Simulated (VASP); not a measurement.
Crystal: Pb.

```
Pb
1.0
    -1.97966    1.97966    1.97966
     1.97966   -1.97966    1.97966
     1.97966    1.97966   -1.97966
Pb
1
Direct
  0.00000 0.00000 0.00000
```

This isn't the form of Pb at room conditions, which is fcc.

Base run:

* Program: VASP 6.6.1
* Functional: r2SCAN
* Potentials or basis: VASP PAW PBE potentials, release 64 (Pb_d)
* Cutoff: 520 eV
* k mesh: 9 × 9 × 9
* Occupations: fermi-dirac, width 0.05 eV
* Spin: no spin polarisation

Its results: band gap on the k mesh zero (bands 7 and 8 overlap by 9.81 eV); pressure -0.4 GPa.

Q: The run is repeated on the same cell with these changes: functional from r2SCAN to pbe exchange, pbesol correlation; cutoff from 520 eV to 500 eV; occupations from fermi-dirac, width 0.05 eV to gaussian, width 0.01 eV. What comes out?

A: Band gap on the k mesh zero (bands 7 and 8 overlap by 9.33 eV); pressure 1.3 GPa.

Caveats: the PAW data sets were made with another functional, which shifts forces and pressure a little; spin-orbit coupling is left out, which moves the levels of the heavy elements.
